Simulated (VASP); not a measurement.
# Co (P6_3/mmc) in VASP: further runs, part 2 of 2

VASP 6.6.1.

## 5. Electric field gradients, PBE, collinear spin, ferromagnetic start (volume scaled by 0.9405)

Contents of INCAR:

```
SYSTEM = Co
ALGO = Normal
EDIFF = 1E-8
ENCUT = 520
GGA = PE
ISIF = 2
ISMEAR = -1
ISPIN = 2
LASPH = .TRUE.
LCHARG = .FALSE.
LEFG = .TRUE.
LMAXMIX = 4
LORBIT = 11
LREAL = .FALSE.
LWAVE = .FALSE.
MAGMOM = 2 2
NBANDS = 20
NELM = 150
PREC = Accurate
SIGMA = 0.05
```

Contents of KPOINTS:

```
k-points
0
G
  19 19 10
  0 0 0
```

Contents of POSCAR:

```
Co
1.0
    2.4680156958      0.0000000000      0.0000000000
   -1.2340078479      2.1373642896      0.0000000000
    0.0000000000      0.0000000000      4.0081971921
Co
2
Direct
    0.3333333333      0.6666666667      0.2500000000
    0.6666666667      0.3333333333      0.7500000000
```

Potentials or basis: VASP PAW PBE potentials, release 64 (Co).

The run is started by

```sh
cat potpaw_PBE.64/Co/POTCAR > POTCAR
mpirun -np 1 vasp_std > vasp.out
```

OUTCAR:

```text
SYSTEM = Co
   EDIFF = 1E-8
   ENCUT = 520
   GGA = PE
   ISIF = 2
   ISMEAR = -1
   ISPIN = 2
   LASPH = .TRUE.
   LORBIT = 11
   LREAL = .FALSE.
   NELM = 150
   PREC = Accurate

 ion  position               nearest neighbor table
   1  0.333  0.667  0.250-   2 2.46   2 2.46   2 2.46   2 2.46   2 2.46   2 2.46
   2  0.667  0.333  0.750-   1 2.46   1 2.46   1 2.46   1 2.46   1 2.46   1 2.46

  LATTYP: Found a hexagonal cell.
 ALAT       =     2.4680156958
 C/A-ratio  =     1.6240566050

  Lattice vectors:

 A1 = (   2.4680156958,   0.0000000000,   0.0000000000)
 A2 = (  -1.2340078479,   2.1373642896,   0.0000000000)
 A3 = (   0.0000000000,   0.0000000000,   4.0081971921)

Analysis of symmetry for initial positions (statically):
=====================================================================
 Subroutine PRICEL returns:
 Original cell was already a primitive cell.

 Routine SETGRP: Setting up the symmetry group for a
 hexagonal supercell.

 Subroutine GETGRP returns: Found 24 space group operations
 (whereof 12 operations were pure point group operations)
 out of a pool of 24 trial point group operations.

The static configuration has the point symmetry D_3d.
 The point group associated with its full space group is D_6h.

Analysis of symmetry for dynamics (positions and initial velocities):
=====================================================================
 Subroutine PRICEL returns:
 Original cell was already a primitive cell.

 Routine SETGRP: Setting up the symmetry group for a
 hexagonal supercell.

 Subroutine GETGRP returns: Found 24 space group operations
 (whereof 12 operations were pure point group operations)
 out of a pool of 24 trial point group operations.

The dynamic configuration has the point symmetry D_3d.
 The point group associated with its full space group is D_6h.

Analysis of structural, dynamic, and magnetic symmetry:
=====================================================================
 Subroutine PRICEL returns:
 Original cell was already a primitive cell.

 Routine SETGRP: Setting up the symmetry group for a
 hexagonal supercell.

 Subroutine GETGRP returns: Found 24 space group operations
 (whereof 12 operations were pure point group operations)
 out of a pool of 24 trial point group operations.

The overall configuration has the point symmetry D_3d.
 The point group associated with its full space group is D_6h.

 Subroutine INISYM returns: Found 24 space group operations
 (whereof 12 operations are pure point group operations),
 and found     1 'primitive' translations

----------------------------------------------------------------------------------------

                                     Primitive cell

  volume of cell :      21.1434

  direct lattice vectors                    reciprocal lattice vectors
     2.468015696  0.000000000  0.000000000     0.405183809  0.233932981  0.000000000
    -1.234007848  2.137364290  0.000000000     0.000000000  0.467865962  0.000000000
     0.000000000  0.000000000  4.008197192     0.000000000  0.000000000  0.249488723

  length of vectors
     2.468015696  2.468015696  4.008197192     0.467865962  0.467865962  0.249488723

  position of ions in fractional coordinates (direct lattice)
     0.333333333  0.666666667  0.250000000
     0.666666667  0.333333333  0.750000000

[... 105 lines left out ...]
   LEPSILON=     F    determine dielectric tensor
   LRPA    =     F    only Hartree local field effects (RPA)
 spin polarized calculation
  energy-cutoff  :      520.00
  volume of cell :       21.14
 maximum number of plane-waves:       584
   NGX =  9   NGY =  9   NGZ = 15

 number of electron      17.9999984 magnetization       3.1646808

 Free energy of the ion-electron system (eV)
  ---------------------------------------------------
  ext. energy  EPLUGINS =         0.00000000
  ---------------------------------------------------
  free energy    TOTEN  =       -14.06916916 eV

  energy without entropy =      -14.05429284  energy(sigma->0) =      -14.06173100

 E-fermi :  10.6236     XC(G=0): -13.5572

 val. band max:       10.6230300403   @ k =   0.2105   0.1579   0.4000
 cond. band min:      10.6250933828   @ k =   0.1053   0.0000   0.2000
 fundamental gap:      0.0020633425
 Fermi energy:        10.6235726262

 spin component 1

 k-point     1 :       0.0000    0.0000    0.0000
  band No.  band energies     occupation
      1       1.5682      1.00000
      2       5.3778      1.00000
      3       7.9662      1.00000
      4       8.0120      1.00000
      5       8.0120      1.00000
      6       8.3326      1.00000
[... 541 lines left out ...]
     19      34.4027      0.00000
     20      36.1171      0.00000

 [... further k-points ...]

 spin component 2

 k-point     1 :       0.0000    0.0000    0.0000
  band No.  band energies     occupation
      1       1.5653      1.00000
      2       6.3001      1.00000
      3       9.5659      1.00000
      4       9.6194      1.00000
      5       9.6194      1.00000
      6       9.9931      1.00000
[... 541 lines left out ...]
     19      34.7267      0.00000
     20      36.4680      0.00000

 [... further k-points ...]
[... 5 lines left out ...]
  --------------------------------------------------------------------------------------
  -------------------------------------------------------------------------------------
  Total        0.7600901      0.7600901      0.5382096     -0.0000000      0.0000000      0.0000000
  in kB       57.5970317     57.5970317     40.7836845     -0.0000000      0.0000000      0.0000000
  external PRESSURE =      51.9925826 kB  Pullay stress =       0.0000000 kB

 VOLUME and BASIS-vectors are now :
 -----------------------------------------------------------------------------
  energy-cutoff  :      520.00
  volume of cell :       21.14
      direct lattice vectors                 reciprocal lattice vectors
     2.468015696  0.000000000  0.000000000     0.405183809  0.233932981  0.000000000
    -1.234007848  2.137364290  0.000000000     0.000000000  0.467865962  0.000000000
     0.000000000  0.000000000  4.008197192     0.000000000  0.000000000  0.249488723

 POSITION                                       TOTAL-FORCE (eV/Angst)
 -----------------------------------------------------------------------------------
     -0.00000      1.42491      1.00205         0.000000     -0.000000      0.000000
      1.23401      0.71245      3.00615        -0.000000      0.000000      0.000000
 -----------------------------------------------------------------------------------
    total drift:                               -0.000000      0.000000     -0.000000

  FREE ENERGIE OF THE ION-ELECTRON SYSTEM (eV)
  ---------------------------------------------------
  free  energy   TOTEN  =       -14.0691691626 eV

  energy  without entropy=      -14.0542928361  energy(sigma->0) =      -14.06173100

 Electric field gradients (V/A^2)
---------------------------------------------------------------------
 ion       V_xx      V_yy      V_zz      V_xy      V_xz      V_yz
---------------------------------------------------------------------
   1       1.274     1.275    -2.549     0.001     0.000     0.000
   2       1.274     1.275    -2.549     0.001     0.000     0.000
---------------------------------------------------------------------

 Electric field gradients after diagonalization (V/A^2)
 (convention: |V_zz| > |V_xx| > |V_yy|)
----------------------------------------------------------------------
 ion       V_xx      V_yy      V_zz     asymmetry (V_yy - V_xx)/ V_zz
----------------------------------------------------------------------
   1       1.276     1.273    -2.549       0.001
   2       1.276     1.273    -2.549       0.001
----------------------------------------------------------------------

           NMR quadrupolar parameters

 Cq : quadrupolar parameter    Cq=e*Q*V_zz/h
 eta: asymmetry parameters     (V_yy - V_xx)/ V_zz
 Q  : nuclear electric quadrupole moment in mb (millibarn)
----------------------------------------------------------------------
 ion       Cq(MHz)       eta       Q (mb)
----------------------------------------------------------------------
   1      -0.006       0.001       1.000
   2      -0.006       0.001       1.000
----------------------------------------------------------------------

 total charge

# of ion       s       p       d       tot
------------------------------------------
    1        0.499   0.544   7.282   8.325
    2        0.499   0.544   7.282   8.325
--------------------------------------------------
tot          0.999   1.088  14.563  16.650

 magnetization (x)

# of ion       s       p       d       tot
------------------------------------------
    1       -0.015  -0.055   1.668   1.597
    2       -0.015  -0.055   1.668   1.597
--------------------------------------------------
tot         -0.031  -0.110   3.335   3.195
```

Run time: 1.7 min. Hardware: 1 thread of Intel Xeon 6975P-C (Granite Rapids), shared host; peak memory 0.25 GiB.

What came out:

```
Free energy                                           : -14.0692 eV
Pressure                                              : 5.2 GPa
Net moment                                            : 3.16 μB per cell
Site moments                                          : Co +1.60 μB
Valence electrons inside the program's atomic spheres : Co 8.32
```

Levels at points of the mesh, in eV from the Fermi level:
Spin up:
```csv
k point,band 9,band 10,band 11,band 12,band 13,band 14
"(0.00, 0.00, 0.00)",-1.92,-0.79,-0.79,-0.13,6.53,22.26
"(0.00, 0.00, 0.50)",-1.11,-1.11,-1.11,-1.11,15.22,15.22
```
Spin down:
```tsv
k point	band 3	band 4	band 5	band 6	band 7	band 8	band 9	band 10	band 11	band 12
(0.00, 0.00, 0.00)	-1.06	-1.00	-1.00	-0.63	-0.63	-0.19	-0.17	-0.17	1.07	1.07
(0.00, 0.00, 0.50)	-1.62	-1.62	-1.07	-1.07	-1.07	-1.07	0.72	0.72	0.72	0.72
```

Electric field gradients, principal values (V/Å²):
| atom | least | middle | greatest (by size) |
| --- | --- | --- | --- |
| 1 Co | 1.273 | 1.276 | -2.549 |
| 2 Co | 1.273 | 1.276 | -2.549 |

Caveat: without QUAD_EFG the Cq values of the log hold for a quadrupole moment of 1 mb, not for the nuclei.

## 6. Electric field gradients, PBE, collinear spin, ferromagnetic start (volume scaled by 0.98)

Contents of INCAR:

```
SYSTEM = Co
PREC     = Accurate       ! precision mode
ENCUT    = 520            ! plane-wave cutoff, eV
EDIFF    = 1E-8           ! SCF threshold, eV
ISMEAR   = -1             ! smearing method
SIGMA    = 0.05           ! smearing width, eV
LREAL    = .FALSE.        ! projectors in reciprocal space
LASPH    = .TRUE.         ! aspherical terms in the spheres
NELM     = 150            ! most SCF steps
ALGO     = Normal         ! electronic algorithm
ISIF     = 2              ! what is computed and relaxed
LWAVE    = .FALSE.        ! write WAVECAR
LCHARG   = .FALSE.        ! write CHGCAR
ISPIN    = 2              ! spin polarisation
MAGMOM   = 2 2            ! initial moments
LORBIT   = 11             ! projections on sites
LMAXMIX  = 4              ! l up to which the mixer works
GGA      = PE             ! functional
LEFG     = .TRUE.       
NBANDS   = 20             ! bands
```

Contents of KPOINTS:

```
regular mesh
0
G
  19 19 10
  0 0 0
```

Contents of POSCAR:

```
Co
1.0
    2.5020943139      0.0000000000      0.0000000000
   -1.2510471570      2.1668772385      0.0000000000
    0.0000000000      0.0000000000      4.0635427969
Co
2
Direct
    0.3333333333      0.6666666667      0.2500000000
    0.6666666667      0.3333333333      0.7500000000
```

Potentials or basis: VASP PAW PBE potentials, release 64 (Co).

The run is started by

```sh
cat potpaw_PBE.64/Co/POTCAR > POTCAR
mpirun -np 1 vasp_std > vasp.out
```

OUTCAR:

```text
SYSTEM = Co
   PREC = Accurate
   ENCUT = 520
   EDIFF = 1E-8
   ISMEAR = -1
   LREAL = .FALSE.
   LASPH = .TRUE.
   NELM = 150
   ISIF = 2
   ISPIN = 2
   LORBIT = 11
   GGA = PE

 ion  position               nearest neighbor table
   1  0.333  0.667  0.250-   2 2.49   2 2.49   2 2.49   2 2.49   2 2.49   2 2.49
   2  0.667  0.333  0.750-   1 2.49   1 2.49   1 2.49   1 2.49   1 2.49   1 2.49

  LATTYP: Found a hexagonal cell.
 ALAT       =     2.5020943139
 C/A-ratio  =     1.6240566050

  Lattice vectors:

 A1 = (   2.5020943139,   0.0000000000,   0.0000000000)
 A2 = (  -1.2510471570,   2.1668772385,   0.0000000000)
 A3 = (   0.0000000000,   0.0000000000,   4.0635427969)

[... 1350 lines left out ...]
 Electric field gradients after diagonalization (V/A^2)
 (convention: |V_zz| > |V_xx| > |V_yy|)
----------------------------------------------------------------------
 ion       V_xx      V_yy      V_zz     asymmetry (V_yy - V_xx)/ V_zz
----------------------------------------------------------------------
   1       0.949     0.946    -1.895       0.001
   2       0.949     0.946    -1.895       0.001
----------------------------------------------------------------------

           NMR quadrupolar parameters

 Cq : quadrupolar parameter    Cq=e*Q*V_zz/h
 eta: asymmetry parameters     (V_yy - V_xx)/ V_zz
 Q  : nuclear electric quadrupole moment in mb (millibarn)
----------------------------------------------------------------------
 ion       Cq(MHz)       eta       Q (mb)
----------------------------------------------------------------------
   1      -0.005       0.001       1.000
   2      -0.005       0.001       1.000
----------------------------------------------------------------------

 total charge

# of ion       s       p       d       tot
------------------------------------------
    1        0.482   0.508   7.253   8.244
    2        0.482   0.508   7.253   8.244
--------------------------------------------------
tot          0.965   1.016  14.506  16.487

 magnetization (x)

# of ion       s       p       d       tot
------------------------------------------
    1       -0.015  -0.054   1.712   1.643
    2       -0.015  -0.054   1.712   1.643
--------------------------------------------------
tot         -0.029  -0.108   3.424   3.286
```

stdout:

```text
POSCAR found type information on POSCAR Co
 POSCAR found :  1 types and       2 ions
 scaLAPACK will be used
 LDA part: xc-table for (Slater+PW92), standard interpolation
 POSCAR, INCAR and KPOINTS ok, starting setup
 FFT: planning ... GRIDC
 FFT: planning ... GRID_SOFT
 FFT: planning ... GRID
 WAVECAR not read
 entering main loop
ion   1

ion   2
```

Wall time 3.7 min (1 thread of Intel Xeon Platinum 8259CL at 2.50GHz (Skylake/Cascade Lake), shared host); peak memory 0.25 GiB.

What came out:

```
Free energy                                           : -14.0730 eV
Pressure                                              : -3.5 GPa
Net moment                                            : 3.24 μB per cell
Site moments                                          : Co +1.64 μB
Valence electrons inside the program's atomic spheres : Co 8.24
```

Electric field gradients, principal values (V/Å²):
```
atom  least  middle  greatest (by size)
1 Co  0.946   0.949              -1.895
2 Co  0.946   0.949              -1.895
```

Caveat: without QUAD_EFG the Cq values of the log hold for a quadrupole moment of 1 mb, not for the nuclei.

## 7. The runs side by side

| cell | gap on the mesh (eV) | pressure (GPa) | moment (μB) |
| --- | --- | --- | --- |
| a = 2.536, b = 2.536, c = 4.118 Å, angles 90.0, 90.0, 120.0°, 2 atoms | none | -10.5 | 3.30 |
| a = 2.552, b = 2.552, c = 4.145 Å, angles 90.0, 90.0, 120.0°, 2 atoms | none | -13.4 | 3.33 |
| a = 2.468, b = 2.468, c = 4.008 Å, angles 90.0, 90.0, 120.0°, 2 atoms | none | 5.2 | 3.16 |
| a = 2.502, b = 2.502, c = 4.064 Å, angles 90.0, 90.0, 120.0°, 2 atoms | none | -3.5 | 3.24 |

Alike in all rows: task electric field gradients; level PBE; potentials or basis VASP PAW PBE potentials, release 64 (Co); spin collinear, ferromagnetic start; k mesh 19 × 19 × 10; cutoff (eV) 520; smearing fermi-dirac 0.05 eV.

Total energies depend on the potentials used, so only differences within one code and one set of settings carry meaning.
